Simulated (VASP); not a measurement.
# PtS2 (P-3m1) in VASP: notebook, part 2 of 2

VASP 6.6.1.

## (4) Single point, PBE

This run uses another cell than the first one, of 28.84 Å³/atom.

INCAR

```
ALGO = Normal
EDIFF = 1E-6
ENCUT = 520
GGA = PE
ISIF = 2
ISMEAR = 0
LASPH = True
LCHARG = False
LREAL = False
LWAVE = False
NBANDS = 18
NELM = 100
PREC = Accurate
SIGMA = 0.05
```

KPOINTS

```
k-points
0
Gamma
  9 9 4
```

POSCAR

```
PtS2
1.0
    3.8270000000      0.0000000000      0.0000000000
   -1.9135000000      3.3142792203      0.0000000000
    0.0000000000      0.0000000000      6.8215000000
Pt S
1 2
Direct
    0.0000000000      0.0000000000      0.0000000000
    0.3333333333      0.6666666667      0.1602336751
    0.6666666667      0.3333333333      0.8397663249
```

Started as:

```bash
cat potpaw_PBE.64/Pt/POTCAR potpaw_PBE.64/S/POTCAR > POTCAR
mpirun -np 1 vasp_std > vasp.out
```

It took 44 s on 1 thread of Intel Xeon Platinum 8259CL at 2.50GHz (Skylake/Cascade Lake), shared host; peak memory 0.23 GiB.

It converged, with:

- Free energy: -15.1143 eV
- Pressure: -6.2 GPa
- Largest force: 0.021 eV/Å
- Band gap on the k mesh: 1.21 eV (least direct gap 1.26 eV)

Forces on the atoms (eV/Å):
```
Pt   0.000  0.000  0.000
S    0.000  0.000 -0.021
S    0.000  0.000  0.021
```

Stress tensor (GPa, compression positive):
```
-9.25  0.00  0.00
 0.00 -9.25  0.00
 0.00  0.00 -0.21
```

Levels at points of the mesh, in eV from the valence-band top:
```tsv
k point	band 8	band 9	band 10	band 11	band 12	band 13	band 14	band 15
(0.00, 0.00, 0.00)	-0.81	-0.81	-0.79	-0.55	2.56	2.56	4.49	5.74
(0.00, 0.00, 0.50)	-0.87	-0.82	-0.82	-0.70	2.58	2.58	5.49	5.68
```

Caveat: the cell stands under tension; spin-orbit coupling is left out, which moves the levels of the heavy elements; an odd mesh through Γ misses points on the zone boundary, where band edges can lie; this functional lacks dispersion, which binds the layers, so the pressure and a relaxed spacing across them are unreliable.

## (5) Relaxation of the atoms, PBE

This run uses another cell than the first one, of 19.71 Å³/atom.

INCAR

```
SYSTEM = PtS2
  PREC = Accurate
  ENCUT = 520
  EDIFF = 1E-6
  ISMEAR = 0
  SIGMA = 0.05
  LREAL = .False.
  LASPH = .True.
  NELM = 60
  ALGO = Normal
  ISIF = 2
  LWAVE = .False.
  LCHARG = .False.
  GGA = PE
  IBRION = 2
  NSW = 50
  EDIFFG = -0.01
```

KPOINTS

```
regular mesh
0
Gamma
  9 9 4
  0 0 0
```

POSCAR

```
PtS2
1.0
    3.3262000000      0.0000000000      0.0000000000
   -1.6631000000      2.8805736981      0.0000000000
    0.0000000000      0.0000000000      6.1718000000
Pt S
1 2
Direct
    0.0000000000      0.0000000000      0.0000000000
    0.3333333333      0.6666666667      0.1889525212
    0.6666666667      0.3333333333      0.8110474788
```

Potentials or basis: VASP PAW PBE potentials, release 64 (Pt, S).

Started as:

```bash
cat potpaw_PBE.64/Pt/POTCAR potpaw_PBE.64/S/POTCAR > POTCAR
mpirun -np 1 vasp_std > vasp.out
```

OUTCAR:

```text
SYSTEM = PtS2
   PREC = Accurate
   ENCUT = 520
   EDIFF = 1E-6
   ISMEAR = 0
   LREAL = .False.
   LASPH = .True.
   NELM = 60
   ISIF = 2
   GGA = PE
   IBRION = 2
   NSW = 50
   EDIFFG = -0.01

 ion  position               nearest neighbor table
   1  0.000  0.000  0.000-   2 2.25   3 2.25   3 2.25   2 2.25   3 2.25   2 2.25
   2  0.333  0.667  0.189-   1 2.25   1 2.25   1 2.25
   3  0.667  0.333  0.811-   1 2.25   1 2.25   1 2.25

  LATTYP: Found a hexagonal cell.
 ALAT       =     3.3262000000
 C/A-ratio  =     1.8555107931

  Lattice vectors:

 A1 = (   3.3262000000,   0.0000000000,   0.0000000000)
 A2 = (  -1.6631000000,   2.8805736981,   0.0000000000)
 A3 = (   0.0000000000,   0.0000000000,   6.1718000000)

Analysis of symmetry for initial positions (statically):
=====================================================================
 Subroutine PRICEL returns:
 Original cell was already a primitive cell.

 Routine SETGRP: Setting up the symmetry group for a
 hexagonal supercell.

 Subroutine GETGRP returns: Found 12 space group operations
 (whereof 12 operations were pure point group operations)
 out of a pool of 24 trial point group operations.

The static configuration has the point symmetry D_3d.

Analysis of symmetry for dynamics (positions and initial velocities):
=====================================================================
 Subroutine PRICEL returns:
 Original cell was already a primitive cell.

 Routine SETGRP: Setting up the symmetry group for a
 hexagonal supercell.

 Subroutine GETGRP returns: Found 12 space group operations
 (whereof 12 operations were pure point group operations)
 out of a pool of 24 trial point group operations.

The dynamic configuration has the point symmetry D_3d.

 Subroutine INISYM returns: Found 12 space group operations
 (whereof 12 operations are pure point group operations),
 and found     1 'primitive' translations

----------------------------------------------------------------------------------------

                                     Primitive cell

  volume of cell :      59.1343

  direct lattice vectors                    reciprocal lattice vectors
     3.326200000  0.000000000  0.000000000     0.300643377  0.173576535  0.000000000
    -1.663100000  2.880573698  0.000000000     0.000000000  0.347153069  0.000000000
     0.000000000  0.000000000  6.171800000     0.000000000  0.000000000  0.162027285

  length of vectors
     3.326200000  3.326200000  6.171800000     0.347153069  0.347153069  0.162027285

  position of ions in fractional coordinates (direct lattice)
     0.000000000  0.000000000  0.000000000
     0.333333333  0.666666667  0.188952521
     0.666666667  0.333333333  0.811047479

  ion indices of the primitive-cell ions
   primitive index   ion index
                 1           1
                 2           2
                 3           3

----------------------------------------------------------------------------------------

 KPOINTS: regular mesh

Automatic generation of k-mesh.
 Grid dimensions read from file:
 generate k-points for:    9    9    4

 Generating k-lattice:

  Cartesian coordinates                     Fractional coordinates (reciprocal lattice)
     0.033404820  0.019286282  0.000000000     0.111111111 -0.000000000  0.000000000
     0.000000000  0.038572563  0.000000000     0.000000000  0.111111111  0.000000000
     0.000000000  0.000000000  0.040506821     0.000000000  0.000000000  0.250000000

  Length of vectors
     0.038572563  0.038572563  0.040506821

  Shift w.r.t. Gamma in fractional coordinates (k-lattice)
     0.000000000  0.000000000  0.000000000

 Subroutine IBZKPT returns following result:
 ===========================================

 Found     43 irreducible k-points:

 Following reciprocal coordinates:
            Coordinates               Weight
  0.000000  0.000000  0.000000      1.000000
  0.111111 -0.000000  0.000000      6.000000
  0.222222 -0.000000  0.000000      6.000000
  0.333333 -0.000000  0.000000      6.000000
  0.444444 -0.000000  0.000000      6.000000
  0.111111  0.111111  0.000000      6.000000
[... 16 lines left out ...]
  0.222222  0.111111  0.250000     12.000000
 -0.111111  0.333333  0.250000     12.000000
 [... further k-points ...]
   k-points           NKPTS =     43   k-points in BZ     NKDIM =     43   number of bands    NBANDS=     15
   number of dos      NEDOS =    301   number of ions     NIONS =      3
   total plane-waves  NPLWV =  37632
   dimension x,y,z NGX =    28 NGY =   28 NGZ =   48
   dimension x,y,z NGXF=    56 NGYF=   56 NGZF=   96
   ions per type =               1   2
   NGX,Y,Z   is equivalent  to a cutoff of  13.99, 13.99, 12.93 a.u.
   NGXF,Y,Z  is equivalent  to a cutoff of  27.99, 27.99, 25.86 a.u.
 SYSTEM =  PtS2
   PREC   = accura    normal or accurate (medium, high low for compatibility)
   ISTART =      0    job   : 0-new  1-cont  2-samecut
   ICHARG =      2    charge: 1-file 2-atom 10-const
   ISPIN  =      1    spin polarized calculation?
   LNONCOLLINEAR =      F non collinear calculations
   LSORBIT =      F    spin-orbit coupling
   LASPH  =      T    aspherical Exc in radial PAW
   ENCUT  =  520.0 eV  38.22 Ry    6.18 a.u.   6.18  6.18 11.48*2*pi/ulx,y,z
   NELM   =     60;   NELMIN=  2; NELMDL= -5     # of ELM steps
   EDIFF  = 0.1E-05   stopping-criterion for ELM
   LREAL  =      F    real-space projection
   EDIFFG = -.1E-01   stopping-criterion for IOM
   NSW    =     50    number of steps for IOM
   IBRION =      2    ionic relax: 0-MD 1-quasi-New 2-CG
   NFREE  =      1    steps in history (QN), initial steepest desc. (CG)
   ISIF   =      2    stress and relaxation
   ISYM   =      2    0-nonsym 1-usesym 2-fastsym
   POTIM  = 0.5000    time-step for ionic-motion
   TEBEG  =    0.0;   TEEND  =   0.0 temperature during run
   PSTRESS=    0.0 pullay stress
   NELECT =      22.0000    total number of electrons
   NUPDOWN=      -1.0000    fix difference up-down
   EMIN   =  10.00;   EMAX   =-10.00  energy-range for DOS
   EFERMI =   0.00;   METHOD = LEGACY
   ISMEAR =     0;   SIGMA  =   0.05  broadening in eV -4-tet -1-fermi 0-gaus
   EFERMI_NEDOS =   21; number of points for ismear=-14 and -15
   IALGO  =     38    algorithm
   IMIX   =      4    mixing-type and parameters
     AMIX     =   0.40;   BMIX     =  1.00
     AMIX_MAG =   1.60;   BMIX_MAG =  1.00
  volume/ion in A,a.u.               =      19.71       133.02
  Fermi-wavevector in a.u.,A,eV,Ry     =   1.177432  2.225025 18.862398  1.386347
  Thomas-Fermi vector in A             =   2.313779
   LORBIT       =      0    0 simple, 1 ext, 2 COOP (PROOUT), +10 PAW based schemes
   GGA     = PE    functional components
   LHFCALC =     F    Hartree Fock is set to
   AEXX    =    0.0000 exact exchange contribution
   IVDW    =     0    specifies the selected vdW correction
   LEPSILON=     F    determine dielectric tensor
   LRPA    =     F    only Hartree local field effects (RPA)
 conjugate gradient relaxation of ions
 non-spin polarized calculation
 Gauss-broadening in eV      SIGMA  =   0.05
  energy-cutoff  :      520.00
  volume of cell :       59.13
 maximum number of plane-waves:      1618
 NGX is ok and might be reduce to    28
   NGX = 13   NGY = 13   NGZ = 23

--------------------------------------- Ionic step        1  -------------------------------------------

 number of electron      21.9999998 magnetization

 Free energy of the ion-electron system (eV)
  ---------------------------------------------------
  ext. energy  EPLUGINS =         0.00000000
  ---------------------------------------------------
  free energy    TOTEN  =       -14.36622420 eV

  energy without entropy =      -14.36622420  energy(sigma->0) =      -14.36622420

 E-fermi :   5.6606     XC(G=0):  -9.7578

 val. band max:        5.3673928747   @ k =   0.1111   0.1111   0.5000
 cond. band min:       7.1599185769   @ k =   0.2222   0.2222   0.0000
 fundamental gap:      1.7925257023
 Fermi energy:         5.6605896320

 k-point     1 :       0.0000    0.0000    0.0000
  band No.  band energies     occupation
      1     -10.5231      2.00000
      2      -7.2711      2.00000
      3      -1.9059      2.00000
      4      -1.9059      2.00000
      5      -1.5590      2.00000
      6       1.3114      2.00000
      7       1.3114      2.00000
      8       4.0524      2.00000
      9       4.5686      2.00000
     10       4.9241      2.00000
     11       4.9241      2.00000
     12       9.2563      0.00000
     13       9.2563      0.00000
     14      11.2210      0.00000
     15      11.6541      0.00000
[... 485 lines left out ...]
  energy  without entropy=      -15.0451664598  energy(sigma->0) =      -15.04516646

--------------------------------------- Ionic step        3  -------------------------------------------

 number of electron      21.9999998 magnetization

 Free energy of the ion-electron system (eV)
  ---------------------------------------------------
  ext. energy  EPLUGINS =         0.00000000
  ---------------------------------------------------
  free energy    TOTEN  =       -15.06062117 eV

  energy without entropy =      -15.06062117  energy(sigma->0) =      -15.06062117

 E-fermi :   5.5816     XC(G=0): -10.0481

 val. band max:        5.3398922487   @ k =   0.1111   0.1111   0.5000
 cond. band min:       6.5687925959   @ k =   0.2222   0.2222   0.0000
 fundamental gap:      1.2289003471
 Fermi energy:         5.5816260655

 k-point     1 :       0.0000    0.0000    0.0000
  band No.  band energies     occupation
      1      -9.4406      2.00000
      2      -7.3440      2.00000
      3      -1.2566      2.00000
      4      -0.3715      2.00000
      5      -0.3715      2.00000
      6       2.0196      2.00000
      7       2.0196      2.00000
      8       3.3485      2.00000
      9       4.5152      2.00000
     10       5.2343      2.00000
     11       5.2343      2.00000
     12       8.3468      0.00000
     13       8.3468      0.00000
     14      11.2297      0.00000
     15      11.5702      0.00000
[... 444 lines left out ...]
  FREE ENERGIE OF THE ION-ELECTRON SYSTEM (eV)
  ---------------------------------------------------
  free  energy   TOTEN  =       -15.0606211746 eV

  energy  without entropy=      -15.0606211746  energy(sigma->0) =      -15.06062117

 reached required accuracy - stopping structural energy minimisation
```

OSZICAR:

```text
N       E                     dE             d eps       ncg     rms          rms(c)
DAV:   1     0.135367999479E+03    0.13537E+03   -0.10600E+04  1298   0.130E+03
DAV:   2    -0.929952718797E+01   -0.14467E+03   -0.14180E+03  1626   0.258E+02
DAV:   3    -0.157282957799E+02   -0.64288E+01   -0.63953E+01  1703   0.598E+01
[... 26 lines left out ...]
DAV:   3    -0.150606864124E+02    0.26938E-03   -0.17981E-03  1605   0.426E-01    0.317E-01
DAV:   4    -0.150606403228E+02    0.46090E-04   -0.43749E-04  1696   0.217E-01    0.110E-01
DAV:   5    -0.150606259917E+02    0.14331E-04   -0.81343E-05  1633   0.103E-01    0.333E-02
DAV:   6    -0.150606213115E+02    0.46802E-05   -0.20452E-05  1549   0.316E-02    0.257E-02
DAV:   7    -0.150606211746E+02    0.13696E-06   -0.27182E-06  1369   0.119E-02
   3 F= -.15060621E+02 E0= -.15060621E+02  d E =-.694397E+00
```

CONTCAR:

```text
PtS2
   1.00000000000000
     3.3262000000000000    0.0000000000000000    0.0000000000000000
    -1.6631000000000000    2.8805736981000001    0.0000000000000000
     0.0000000000000000    0.0000000000000000    6.1718000000000002
  Pt              S
     1     2
Direct
     0.0000000000000000    0.0000000000000000    0.0000000000000000
     0.3333333332999970    0.6666666667000030    0.2222536601339001
     0.6666666667000030    0.3333333332999970    0.7777463398660999

  0.00000000E+00  0.00000000E+00  0.00000000E+00
  0.00000000E+00  0.00000000E+00  0.00000000E+00
  0.00000000E+00  0.00000000E+00  0.00000000E+00
```

Wall time 71 s (1 thread of Intel Xeon Platinum 8259CL at 2.50GHz (Skylake/Cascade Lake), shared host); peak memory 0.21 GiB.

What came out:

```yaml
Free_energy: -15.0606 eV
Energy_gained_by_relaxing: 231.5 meV/atom
Ionic_steps: 3
Pressure_after_relaxing: 10.3 GPa
Band_gap_on_the_k_mesh: 1.23 eV (least direct gap 1.42 eV)
```

Forces on the atoms (eV/Å):
```
Pt   0.000  0.000  0.000
S    0.000  0.000  0.003
S    0.000  0.000 -0.003
```

Stress tensor (GPa, compression positive):
```
14.94  0.00  0.00
 0.00 14.94  0.00
 0.00  0.00  0.98
```

Step by step:
| step | energy change (eV) | largest force (eV/Å) | pressure (GPa) |
| --- | --- | --- | --- |
| 1 | 0.0000 | 3.5892 | 32.56 |
| 2 | -0.6789 | 0.4814 | 13.26 |
| 3 | -0.6944 | 0.0028 | 10.29 |

Final structure:
```
Pt S
1.0
     3.32620    0.00000    0.00000
    -1.66310    2.88057    0.00000
     0.00000    0.00000    6.17180
Pt S
1 2
Direct
  0.00000 0.00000 0.00000
  0.33333 0.66667 0.22225
  0.66667 0.33333 0.77775
```

Levels at points of the mesh, in eV from the valence-band top:
| k point | band 7 | band 8 | band 9 | band 10 | band 11 | band 12 | band 13 | band 14 | band 15 |
| --- | --- | --- | --- | --- | --- | --- | --- | --- | --- |
| (0.00, 0.00, 0.00) | -3.32 | -1.99 | -0.82 | -0.11 | -0.11 | 3.01 | 3.01 | 5.89 | 6.23 |
| (0.00, 0.00, 0.50) | -3.32 | -2.27 | -1.31 | -0.15 | -0.15 | 3.11 | 3.11 | 6.22 | 7.76 |

Caveat: spin-orbit coupling is left out, which moves the levels of the heavy elements; an odd mesh through Γ misses points on the zone boundary, where band edges can lie; this functional lacks dispersion, which binds the layers, so the pressure and a relaxed spacing across them are unreliable.

## (6) Relaxation of the atoms, PBE

This run uses another cell than the first one, of 20.23 Å³/atom.

INCAR

```
PREC = Accurate
ENCUT = 520
EDIFF = 1E-7
ISMEAR = 0
SIGMA = 0.05
LREAL = False
LASPH = True
NELM = 60
ALGO = Normal
ISIF = 2
LWAVE = False
LCHARG = False
GGA = PE
IBRION = 2
NSW = 50
EDIFFG = -0.01
```

KPOINTS

```
Automatic mesh
0
Gamma
  9 9 4
```

POSCAR, as its differences from that of step 5:

```diff
@@ -4,3 +4,3 @@
    -1.6631000000      2.8805736981      0.0000000000
-    0.0000000000      0.0000000000      6.1718000000
+    0.0000000000      0.0000000000      6.3342000000
 Pt S
```

Potentials or basis: VASP PAW PBE potentials, release 64 (Pt, S).

Started as:

```bash
cat potpaw_PBE.64/Pt/POTCAR potpaw_PBE.64/S/POTCAR > POTCAR
mpirun -np 1 vasp_std > vasp.out
```

Run time: 86 s. Hardware: 1 thread of Intel Xeon Platinum 8259CL at 2.50GHz (Skylake/Cascade Lake), shared host; peak memory 0.21 GiB.

It converged, with:

| Property | Result |
| --- | --- |
| Free energy | -15.0687 eV |
| Energy gained by relaxing | 166.0 meV/atom |
| Ionic steps | 3 |
| Pressure after relaxing | 9.8 GPa |
| Band gap on the k mesh | 1.27 eV (least direct gap 1.47 eV) |

Stress tensor (GPa, compression positive):
```
14.33  0.00  0.00
 0.00 14.33  0.00
 0.00  0.00  0.60
```

Step by step:
```tsv
step	energy change (eV)	largest force (eV/Å)	pressure (GPa)
1	0.0000	2.9858	27.89
2	-0.4829	0.4735	12.64
3	-0.4979	0.0009	9.75
```

Final structure:
```yaml
crystal:
  lattice:
    - [3.32620, 0.00000, 0.00000]
    - [-1.66310, 2.88057, 0.00000]
    - [0.00000, 0.00000, 6.33420]
  atoms:
    - { symbol: Pt, position: [0.00000, 0.00000, 0.00000] }
    - { symbol: S, position: [0.33333, 0.66667, 0.21677] }
    - { symbol: S, position: [0.66667, 0.33333, 0.78323] }
```

Levels at points of the mesh, in eV from the valence-band top:
| k point | band 7 | band 8 | band 9 | band 10 | band 11 | band 12 | band 13 | band 14 | band 15 |
| --- | --- | --- | --- | --- | --- | --- | --- | --- | --- |
| (0.00, 0.00, 0.00) | -3.29 | -1.92 | -0.92 | -0.08 | -0.08 | 3.05 | 3.05 | 5.79 | 6.29 |
| (0.00, 0.00, 0.50) | -3.29 | -2.15 | -1.35 | -0.11 | -0.11 | 3.12 | 3.12 | 6.22 | 7.70 |

Caveat: spin-orbit coupling is left out, which moves the levels of the heavy elements; an odd mesh through Γ misses points on the zone boundary, where band edges can lie; this functional lacks dispersion, which binds the layers, so the pressure and a relaxed spacing across them are unreliable.

## (7) Overview

```csv
task,cell,gap on the mesh (eV),pressure (GPa),largest force (eV/Å)
single point,"a = 3.577, b = 3.577, c = 6.334 Å, angles 90.0, 90.0, 120.0°, 3 atoms, atomic positions A",1.52,-0.3,0.04
single point,"a = 3.451, b = 3.451, c = 6.822 Å, angles 90.0, 90.0, 120.0°, 3 atoms, atomic positions B",1.64,3.7,0.04
single point,"a = 3.827, b = 3.827, c = 6.822 Å, angles 90.0, 90.0, 120.0°, 3 atoms, atomic positions C",1.21,-6.2,0.02
relaxation of the atoms,"atoms relaxed from a = 3.326, b = 3.326, c = 6.172 Å, angles 90.0, 90.0, 120.0°, 3 atoms, atomic positions B",1.23,10.3,-
relaxation of the atoms,"atoms relaxed from a = 3.326, b = 3.326, c = 6.334 Å, angles 90.0, 90.0, 120.0°, 3 atoms, atomic positions B",1.27,9.8,-
```

Alike in all rows: level PBE; potentials or basis VASP PAW PBE potentials, release 64 (Pt, S); no spin polarisation; k mesh 9 × 9 × 4; cutoff (eV) 520; smearing gaussian 0.05 eV.

Caveats: spin-orbit coupling is left out, which moves the levels of the heavy elements; an odd mesh through Γ misses points on the zone boundary, where band edges can lie; this functional lacks dispersion, which binds the layers, so the pressure and a relaxed spacing across them are unreliable; the cell stands under pressure (at least some runs); the cell stands under tension (at least some runs).

Absolute energies hang on the potentials; compare differences alone.
